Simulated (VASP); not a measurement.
AlN, 2 atoms in the cell. The structure is cubic, space group F-43m (No. 216). Conventional cell: a = 4.402 Å, b = 4.402 Å, c = 4.402 Å, α = 90.00°, β = 90.00°, γ = 90.00°. Within 2.5 Å of Al (site symmetry -43m) lie 4 N at 1.91 Å. N (site symmetry -43m) has 4 Al at 1.91 Å within 2.5 Å. 

| Property | Result |
| --- | --- |
| Program | VASP 6.6.1 |
| Task | single point |
| Functional | PBE |
| Potentials or basis | VASP PAW PBE potentials, release 64 (Al, N) |
| Cutoff | 520 eV |
| k mesh | 10 × 10 × 10 |
| Occupations | fermi-dirac, width 0.05 eV |
| Spin | no spin polarisation |
| Dipole correction | no |
| Further INCAR settings | ALGO = Normal; EDIFF = 1e-06; NBANDS = 11 |

Potentials or basis: VASP PAW PBE potentials, release 64 (Al, N).

Launch:

```bash
$ cat potpaw_PBE.64/Al/POTCAR potpaw_PBE.64/N/POTCAR > POTCAR
$ mpirun -np 1 vasp_std > vasp.out
```

Hardware: 1 thread of Intel Xeon 6975P-C (shared host).

Q: How long does it take, and how much memory?

A: Wall time 12 s on 1 thread of Intel Xeon 6975P-C (shared host), peak memory 0.13 GiB. Counts: scf iterations 12, k points 47.
